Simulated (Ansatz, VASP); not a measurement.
Given: the input of a run of VASP 6.6.1 on VO2.

Contents of INCAR:

```
  PREC = Accurate
  ENCUT = 600
  EDIFF = 1E-6
  ISMEAR = -1
  SIGMA = 0.05
  LREAL = F
  LASPH = T
  NELM = 200
  ALGO = Normal
  ISIF = 2
  LWAVE = F
  LCHARG = F
  ISPIN = 2
  MAGMOM = 2 2 0 0 0 0
  LORBIT = 11
  LMAXMIX = 4
  GGA = RE
  IVDW = 12
  NBANDS = 38
  GGA_COMPAT = F
```

File KPOINTS:

```
regular mesh
0
Gamma
  6 6 9
```

The input POSCAR:

```
VO2
1.0
    4.4151925128      0.0000000000      0.0000000000
    0.0000000000      4.4151925128      0.0000000000
    0.0000000000      0.0000000000      2.9823009287
V O
2 4
Direct
    0.5000000000      0.5000000000      0.5000000000
    0.0000000000      0.0000000000      0.0000000000
    0.2003580000      0.7996420000      0.5000000000
    0.7996420000      0.2003580000      0.5000000000
    0.7003580000      0.7003580000      0.0000000000
    0.2996420000      0.2996420000      0.0000000000
```

Potentials or basis: VASP PAW PBE potentials, release 64 (V_sv, O).

The run is started by

```sh
$ cat potpaw_PBE.64/V_sv/POTCAR potpaw_PBE.64/O/POTCAR > POTCAR
$ mpirun -np 1 vasp_std > vasp.out
```

Question: Translate it to Ansatz 0.2.0. Potentials there: Ansatz PAW.

Answer: As run (the cutoff follows the program's own potentials):

File input.yaml:

```yaml
crystal:
  lattice:
    - [4.4151925128, 0.0, 0.0]
    - [0.0, 4.4151925128, 0.0]
    - [0.0, 0.0, 2.9823009287]
  atoms:
    - { symbol: V, position: [0.5, 0.5, 0.5], spin: 2.0 }
    - { symbol: V, position: [0.0, 0.0, 0.0], spin: 2.0 }
    - { symbol: O, position: [0.200358, 0.799642, 0.5] }
    - { symbol: O, position: [0.799642, 0.200358, 0.5] }
    - { symbol: O, position: [0.700358, 0.700358, 0.0] }
    - { symbol: O, position: [0.299642, 0.299642, 0.0] }
hamiltonian:
  xc: revpbe
  pseudopotentials: { kind: paw }
  dispersion: d3bj
magnetization:
  spin_polarized: true
kpoints:
  mp_grid: { grid: [6, 6, 9] }
scf:
  occupations: { method: fermi_dirac, width: 0.05 }
output:
  forces: true
  stress: true
  eigenvalues: true
```

Potentials or basis: Ansatz PAW.

Launch:

```bash
$ ansatz run input.yaml --threads 2 --pin off --max-ram 5120MiB --backend cpu --events-out ev --progress --plain --runs-dir out
```

Both were run:

|  | VASP | Ansatz | Ansatz less VASP |
| --- | --- | --- | --- |
| gap on the k mesh at the Fermi level (eV) | none | none | - |
| pressure (GPa) | 2.0 | 1.4 | -0.58 |
| traceless stress, the component that is largest in VASP (GPa) | -12.76 | -12.95 | -0.196 |
| rms of the force components (eV/Å) | 0.090 | 0.092 | +0.0023 |
| net moment per atom (μB) | 0.33 | 0.33 | 0.000 |
| size of the moment on the site where the two differ most (μB) | 1.07 | 0.83 | -0.240 |

VASP's potentials were made for PBE, not for revPBE. Site moments also hang on the region over which each program counts them. Atom by atom the forces differ by 0.002 eV/Å (rms over components). A gap of «none» marks a metal or a gap that the smearing closes.
